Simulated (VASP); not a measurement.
# V (Im-3m) in VASP: further runs

Aim: see how the results for V move with the level of theory and the settings. Levels: PBE, PBEsol+U. Tasks: elastic constants, relaxation of cell and atoms, single point.

Program: VASP 6.6.1. These are calculated values, not measurements. Logs are shortened: lines on timing, memory, paths and dates and some standing lists are left out, and cuts for length are marked.

**1. The cell of the first run**

It takes space group Im-3m (No. 229, cubic). The conventional cell has a = 3.029 Å, b = 3.029 Å, c = 3.029 Å, α = 90.00°, β = 90.00°, γ = 90.00°. V (site symmetry m-3m) has 14 V at 2.62 to 3.03 Å within 3.5 Å.

**2. Elastic constants, PBE, collinear spin, ferromagnetic start**

INCAR reads:

```
ALGO = Fast ; EDIFF = 1E-8
ENCUT = 600 ; GGA = PE
IBRION = 6 ; ISIF = 3
ISMEAR = -1 ; ISPIN = 2
LASPH = True ; LCHARG = False
LMAXMIX = 4 ; LORBIT = 11
LREAL = False ; LWAVE = False
MAGMOM = 2 ; NELM = 150
NFREE = 2 ; NSW = 1
POTIM = 0.015 ; PREC = Accurate
SIGMA = 0.05
```

KPOINTS reads:

```
k-points
0
Gamma
  9 9 9
```

POSCAR reads:

```
V
1.0
   -1.5143500000      1.5143500000      1.5143500000
    1.5143500000     -1.5143500000      1.5143500000
    1.5143500000      1.5143500000     -1.5143500000
V
1
Direct
    0.0000000000      0.0000000000      0.0000000000
```

Potentials or basis: VASP PAW PBE potentials, release 64 (V_sv).

Launch:

```console
$ cat potpaw_PBE.64/V_sv/POTCAR > POTCAR
$ mpirun -np 1 vasp_std > vasp.out
```

OUTCAR:

```text
EDIFF = 1E-8
   ENCUT = 600
   GGA = PE
   IBRION = 6
   ISIF = 3
   ISMEAR = -1
   ISPIN = 2
   LASPH = True
   LORBIT = 11
   LREAL = False
   NELM = 150
   NFREE = 2
   NSW = 1
   POTIM = 0.015
   PREC = Accurate

 ion  position               nearest neighbor table
   1  0.000  0.000  0.000-

  LATTYP: Found a body centered cubic cell.
 ALAT       =     3.0287000000

  Lattice vectors:

 A1 = (  -1.5143500000,   1.5143500000,   1.5143500000)
 A2 = (   1.5143500000,  -1.5143500000,   1.5143500000)
 A3 = (   1.5143500000,   1.5143500000,  -1.5143500000)

Analysis of symmetry for initial positions (statically):
=====================================================================
 Subroutine PRICEL returns:
 Original cell was already a primitive cell.

 Routine SETGRP: Setting up the symmetry group for a
 body centered cubic supercell.

 Subroutine GETGRP returns: Found 48 space group operations
 (whereof 48 operations were pure point group operations)
 out of a pool of 48 trial point group operations.

The static configuration has the point symmetry O_h .

Analysis of symmetry for dynamics (positions and initial velocities):
=====================================================================
 Subroutine PRICEL returns:
 Original cell was already a primitive cell.

 Routine SETGRP: Setting up the symmetry group for a
 body centered cubic supercell.

 Subroutine GETGRP returns: Found 48 space group operations
 (whereof 48 operations were pure point group operations)
 out of a pool of 48 trial point group operations.

The dynamic configuration has the point symmetry O_h .

Analysis of structural, dynamic, and magnetic symmetry:
=====================================================================
 Subroutine PRICEL returns:
 Original cell was already a primitive cell.

 Routine SETGRP: Setting up the symmetry group for a
 body centered cubic supercell.

 Subroutine GETGRP returns: Found 48 space group operations
 (whereof 48 operations were pure point group operations)
 out of a pool of 48 trial point group operations.

The overall configuration has the point symmetry O_h .

 Subroutine INISYM returns: Found 48 space group operations
[... 355 lines left out ...]
     11      29.5714      0.00000
[... 310 lines left out ...]
  band No.  band energies     occupation
      1     -54.2051      1.00000
      2     -28.4878      1.00000
      3     -28.1386      1.00000
      4     -27.8853      1.00000
      5       7.0994      1.00000
      6       8.7343      1.00000
      7       8.8529      0.99998
      8      11.1748      0.00000
      9      12.7531      0.00000
     10      15.3159      0.00000
     11      19.0437      0.00000

 [... further k-points ...]

 spin component 2

 k-point     1 :       0.0000    0.0000    0.0000
  band No.  band energies     occupation
      1     -54.4095      1.00000
      2     -27.7585      1.00000
      3     -27.7585      1.00000
      4     -27.7585      1.00000
      5       2.8114      1.00000
      6       9.7459      0.00072
      7       9.7459      0.00072
      8       9.7459      0.00072
      9      11.6808      0.00000
     10      11.6808      0.00000
     11      29.5715      0.00000
[... 350 lines left out ...]
  FREE ENERGIE OF THE ION-ELECTRON SYSTEM (eV)
  ---------------------------------------------------
  free  energy   TOTEN  =        -8.9878645635 eV

  energy  without entropy=       -8.9666570223  energy(sigma->0) =       -8.97726079

 INTERNAL STRAIN TENSORS FROM STRAINED CELLS
 ============================================

 INTERNAL STRAIN TENSOR FOR ION    1 for displacements in x,y,z  (eV/Angst):
          X           Y           Z          XY          YZ          ZX
  --------------------------------------------------------------------------------
  x    -0.00000     0.00000     0.00000     0.00000     0.00000    -0.00000
  y     0.00000     0.00000     0.00000     0.00000     0.00000     0.00000
  z     0.00000     0.00000    -0.00000     0.00000    -0.00000    -0.00000

 INTERNAL STRAIN TENSORS FROM DISPLACED ATOMS
 ============================================

 INTERNAL STRAIN TENSOR FOR ION    1 for displacements in x,y,z  (eV/Angst):
          X           Y           Z          XY          YZ          ZX
  --------------------------------------------------------------------------------
  x     0.00000     0.00000     0.00000     0.00000     0.00000     0.00000
  y     0.00000     0.00000     0.00000     0.00000     0.00000     0.00000
  z     0.00000     0.00000     0.00000     0.00000     0.00000     0.00000

 Eigenvectors and eigenvalues of the dynamical matrix
 ----------------------------------------------------

   1 f/i=    0.000000 THz     0.000000 2PiTHz    0.000000 cm-1     0.000000 meV
             X         Y         Z           dx          dy          dz
      0.000000  0.000000  0.000000     0.934218   -0.356702    0.000000

   2 f/i=    0.000000 THz     0.000000 2PiTHz    0.000000 cm-1     0.000000 meV
             X         Y         Z           dx          dy          dz
      0.000000  0.000000  0.000000    -0.356702   -0.934218    0.000000

   3 f/i=    0.000000 THz     0.000000 2PiTHz    0.000000 cm-1     0.000000 meV
             X         Y         Z           dx          dy          dz
      0.000000  0.000000  0.000000     0.000000    0.000000    1.000000

--------------------------------------------------------------------------------------------------------

 ELASTIC MODULI CONTR FROM IONIC RELAXATION (kBar)
 Direction    XX          YY          ZZ          XY          YZ          ZX
 --------------------------------------------------------------------------------
 XX           0.0000      0.0000      0.0000      0.0000      0.0000      0.0000
 YY           0.0000      0.0000      0.0000      0.0000      0.0000      0.0000
 ZZ           0.0000      0.0000      0.0000      0.0000      0.0000      0.0000
 XY           0.0000      0.0000      0.0000      0.0000      0.0000      0.0000
 YZ           0.0000      0.0000      0.0000      0.0000      0.0000      0.0000
 ZX           0.0000      0.0000      0.0000      0.0000      0.0000      0.0000
 --------------------------------------------------------------------------------

 TOTAL ELASTIC MODULI (kBar)
 Direction    XX          YY          ZZ          XY          YZ          ZX
 --------------------------------------------------------------------------------
 XX        1774.2410   1479.8413   1479.8413      0.0000      0.0000      0.0000
 YY        1479.8413   1774.2410   1479.8413      0.0000      0.0000      0.0000
 ZZ        1479.8413   1479.8413   1774.2410      0.0000      0.0000     -0.0000
 XY           0.0000      0.0000      0.0000   -551.8504     -0.0000     -0.0000
 YZ           0.0000      0.0000      0.0000     -0.0000   -551.8504     -0.0000
 ZX           0.0000      0.0000     -0.0000     -0.0000     -0.0000   -551.8504
 --------------------------------------------------------------------------------

 total charge

# of ion       s       p       d       tot
------------------------------------------
    1        2.331   6.210   3.062  11.603

 magnetization (x)

# of ion       s       p       d       tot
------------------------------------------
    1        0.000   0.000   0.000   0.000
```

OSZICAR:

```text
N       E                     dE             d eps       ncg     rms          rms(c)
DAV:   1     0.962207361940E+02    0.96221E+02   -0.75317E+03  1540   0.141E+03
DAV:   2    -0.839021523686E+01   -0.10461E+03   -0.10214E+03  1555   0.369E+02
[... 224 lines left out ...]
RMM:   7    -0.898786415496E+01   -0.18104E-05   -0.19054E-05  1589   0.539E-02    0.134E-03
RMM:   8    -0.898786443787E+01   -0.28291E-06   -0.27640E-06  1536   0.202E-02    0.697E-04
RMM:   9    -0.898786450298E+01   -0.65114E-07   -0.38555E-07  1194   0.754E-03    0.469E-04
RMM:  10    -0.898786454139E+01   -0.38411E-07   -0.66042E-08  1071   0.333E-03    0.272E-04
RMM:  11    -0.898786455951E+01   -0.18117E-07   -0.92034E-09   873   0.126E-03    0.186E-04
RMM:  12    -0.898786456350E+01   -0.39940E-08   -0.18927E-09   521   0.601E-04
  15 F= -.89878646E+01 E0= -.89772608E+01  d E =-.212075E-01  mag=     0.0000
```

stdout:

```text
POSCAR found type information on POSCAR V
 POSCAR found :  1 types and       1 ions
 scaLAPACK will be used
 LDA part: xc-table for (Slater+PW92), standard interpolation
 POSCAR, INCAR and KPOINTS ok, starting setup
 FFT: planning ... GRIDC
 FFT: planning ... GRID_SOFT
 FFT: planning ... GRID
 WAVECAR not read
 entering main loop
 Found     1 degrees of freedom:
 Adding 6 more for cell shape distortion
 Finite differences POTIM= 0.01500 DOF=   7
 bond charge predicted
 Finite differences progress:
 bond charge predicted
 Finite differences progress:
 bond charge predicted
 Finite differences progress:
 bond charge predicted
 Finite differences progress:
 bond charge predicted
 Finite differences progress:
 bond charge predicted
 Finite differences progress:
 bond charge predicted
 Finite differences progress:
 bond charge predicted
 Finite differences progress:
 bond charge predicted
 Finite differences progress:
 bond charge predicted
 Finite differences progress:
 bond charge predicted
 Finite differences progress:
 bond charge predicted
 Finite differences progress:
 bond charge predicted
 Finite differences progress:
 bond charge predicted
 Finite differences progress:
```

Wall time 25 min (1 thread of AMD EPYC 7R13, shared host); peak memory 0.22 GiB.

What came out:

```yaml
Net_moment: 0.00 μB per cell
Valence_electrons_inside_the_program's_atomic_spheres: V 11.60
Elastic_constants_C11_C12_C44: 177, 148, -55 GPa
Voigt_bulk_modulus: 158 GPa
```

Elastic tensor in Voigt notation (GPa, in the Cartesian axes of the cell as first typed):
```
177 148 148   0   0   0
148 177 148   0   0   0
148 148 177   0   0   0
  0   0   0 -55   0   0
  0   0   0   0 -55   0
  0   0   0   0   0 -55
```

Clamped-ion elastic tensor (GPa):
```
177 148 148   0   0   0
148 177 148   0   0   0
148 148 177   0   0   0
  0   0   0 -55   0   0
  0   0   0   0 -55   0
  0   0   0   0   0 -55
```

Caveat: the cell is under stress, which shifts elastic constants; the elastic tensor has a negative eigenvalue, so either the cell is unstable as it stands or the mesh is too thin.

**3. Relaxation of cell and atoms, PBEsol+U, collinear spin, ferromagnetic start (15.28 Å³/atom)**

This run uses another cell than the first one, of 15.28 Å³/atom.

POSCAR reads:

```
V
1.0
   -1.5632333928      1.5632333928      1.5632333928
    1.5632333928     -1.5632333928      1.5632333928
    1.5632333928      1.5632333928     -1.5632333928
V
1
Direct
    0.0000000000      0.0000000000      0.0000000000
```

INCAR.step1 reads:

```
GGA = PS ; ISPIN = 2
MAGMOM = 2 ; LORBIT = 11
LDAU = True ; LDAUTYPE = 2
LDAUL = 2 ; LDAUU = 6
LDAUJ = 0 ; ISMEAR = -1
SIGMA = 0.02 ; LWAVE = False
LCHARG = False ; NSW = 80
PREC = Accurate ; LASPH = True
LREAL = False ; ALGO = Normal
EDIFF = 1E-7 ; NELM = 200
GGA_COMPAT = False ; IBRION = 2
ISIF = 3 ; EDIFFG = -0.002
NELMIN = 4 ; ENCUT = 700
LMAXMIX = 4 ; KPAR = 2
POTIM = 0.5
```

INCAR.step4 reads:

```
GGA = PS ; ISPIN = 2
MAGMOM = 2 ; LORBIT = 11
LDAU = True ; LDAUTYPE = 2
LDAUL = 2 ; LDAUU = 6
LDAUJ = 0 ; ISMEAR = -1
SIGMA = 0.02 ; LWAVE = False
LCHARG = False ; PREC = Accurate
LASPH = True ; LREAL = False
ALGO = Normal ; EDIFF = 1E-7
NELM = 200 ; GGA_COMPAT = False
ISIF = 2 ; ENCUT = 700
LMAXMIX = 4 ; KPAR = 2
```

KPOINTS reads:

```
Automatic mesh
0
Gamma
  16 16 16
  0 0 0
```

Potentials or basis: VASP PAW PBE potentials, release 64 (V_sv).

Launch:

```console
$ cat potpaw_PBE.64/V_sv/POTCAR > POTCAR
$ cp INCAR.step1 INCAR
$ cp POSCAR.step1 POSCAR
$ mpirun -np 2 vasp_std > vasp.out
$ cp CONTCAR POSCAR
$ mpirun -np 2 vasp_std > vasp.out
$ cp CONTCAR POSCAR
$ mpirun -np 2 vasp_std > vasp.out
$ cp CONTCAR POSCAR
$ cp INCAR.step4 INCAR
$ mpirun -np 2 vasp_std > vasp.out
```

OUTCAR:

```text
GGA = PS
   ISPIN = 2
   LORBIT = 11
   ISMEAR = -1
   PREC = Accurate
   LASPH = True
   LREAL = False
   EDIFF = 1E-7
   NELM = 200
   ISIF = 2
   ENCUT = 700

 ion  position               nearest neighbor table
   1  0.000  0.000  0.000-

  LATTYP: Found a body centered cubic cell.
 ALAT       =     3.5182466256

  Lattice vectors:

 A1 = (  -1.7591233128,   1.7591233128,   1.7591233128)
 A2 = (   1.7591233128,  -1.7591233128,   1.7591233128)
 A3 = (   1.7591233128,   1.7591233128,  -1.7591233128)
[... 888 lines left out ...]
  -------------------------------------------------------------------------------------
  Total       -0.0001871     -0.0001871     -0.0001871      0.0000000      0.0000000     -0.0000000
  in kB       -0.0137689     -0.0137689     -0.0137689      0.0000000      0.0000000     -0.0000000
  external PRESSURE =      -0.0137689 kB  Pullay stress =       0.0000000 kB

 VOLUME and BASIS-vectors are now :
 -----------------------------------------------------------------------------
  energy-cutoff  :      700.00
  volume of cell :       21.77
      direct lattice vectors                 reciprocal lattice vectors
    -1.759123313  1.759123313  1.759123313     0.000000000  0.284232490  0.284232490
     1.759123313 -1.759123313  1.759123313     0.284232490  0.000000000  0.284232490
     1.759123313  1.759123313 -1.759123313     0.284232490  0.284232490  0.000000000

 POSITION                                       TOTAL-FORCE (eV/Angst)
 -----------------------------------------------------------------------------------
      0.00000      0.00000      0.00000        -0.000000      0.000000     -0.000000
 -----------------------------------------------------------------------------------
    total drift:                                0.000000     -0.000000      0.000000

  FREE ENERGIE OF THE ION-ELECTRON SYSTEM (eV)
  ---------------------------------------------------
  free  energy   TOTEN  =        -4.5818970246 eV

  energy  without entropy=       -4.5809253016  energy(sigma->0) =       -4.58141116

 total charge

# of ion       s       p       d       tot
------------------------------------------
    1        2.255   6.122   2.870  11.247

 magnetization (x)

# of ion       s       p       d       tot
------------------------------------------
    1       -0.002   0.036   2.625   2.659
```

OUTCAR.step1:

```text
GGA = PS
   ISPIN = 2
   LORBIT = 11
   ISMEAR = -1
   NSW = 80
   PREC = Accurate
   LASPH = True
   LREAL = False
   EDIFF = 1E-7
   NELM = 200
   IBRION = 2
   ISIF = 3
   EDIFFG = -0.002
[... 722 lines left out ...]
     10      10.2748      0.00000
     11      21.8643      0.00000
[... 350 lines left out ...]
  FREE ENERGIE OF THE ION-ELECTRON SYSTEM (eV)
  ---------------------------------------------------
  free  energy   TOTEN  =        -4.5772987524 eV

  energy  without entropy=       -4.5763270362  energy(sigma->0) =       -4.57681289

 reached required accuracy - stopping structural energy minimisation

 total charge

# of ion       s       p       d       tot
------------------------------------------
    1        2.255   6.121   2.870  11.246

 magnetization (x)

# of ion       s       p       d       tot
------------------------------------------
    1       -0.002   0.036   2.625   2.659
```

Wall time 3.7 min (2 MPI ranks of AMD EPYC 9R45 (Zen 5), shared host); peak memory 0.21 GiB.

What came out:

| Property | Result |
| --- | --- |
| Free energy | -4.5819 eV |
| Relaxed volume | 21.77 Å³/atom |
| Relaxed cell | a = 3.047 Å, b = 3.047 Å, c = 3.047 Å, α = 109.47°, β = 109.47°, γ = 109.47° |
| Space group after relaxing (to 0.1 Å) | Im-3m (No. 229) |
| Energy gained by relaxing | 466.8 meV/atom |
| Ionic steps | 10 |
| Pressure after relaxing | 0.0 GPa |
| Band gap on the k mesh | zero (filled and empty bands overlap) |
| Net moment | 3.00 μB per cell |
| Site moments | V +2.66 μB |
| Valence electrons inside the program's atomic spheres | V 11.25 |

The path:
```csv
step,energy change (eV),largest force (eV/Å),pressure (GPa),volume (Å³)
1,0.0000,0.0000,28.73,15.28
2,-0.4611,0.0000,-0.90,22.18
3,-0.4621,0.0000,0.21,21.71
4,-0.4621,0.0000,-0.13,21.85
5,-0.4622,0.0000,-0.01,21.79
6,-0.4668,0.0000,-0.05,21.79
7,-0.4668,0.0000,-0.01,21.77
8,-0.4668,0.0000,0.01,21.76
9,-0.4668,0.0000,0.02,21.76
10,-0.4668,0.0000,0.01,21.77
```

Final structure:
```cif
data_structure
_symmetry_space_group_name_H-M 'P 1'
_symmetry_Int_Tables_number 1
_cell_length_a 3.0469
_cell_length_b 3.0469
_cell_length_c 3.0469
_cell_angle_alpha 109.471
_cell_angle_beta 109.471
_cell_angle_gamma 109.471
_cell_volume 21.77
loop_
_atom_site_label
_atom_site_type_symbol
_atom_site_fract_x
_atom_site_fract_y
_atom_site_fract_z
_atom_site_occupancy
V1 V 0.00000 0.00000 0.00000 1
```

Caveat: the electronic state changed during the relaxation; the volume moved by over 15 % at a fixed basis, so the end points are rough; the PAW data sets were made with another functional, which shifts forces and pressure a little; the U is typed as a test and isn't derived for this compound. The state reached can hang on the start; a lower one may exist.

(Continued in part 2 of 2.)
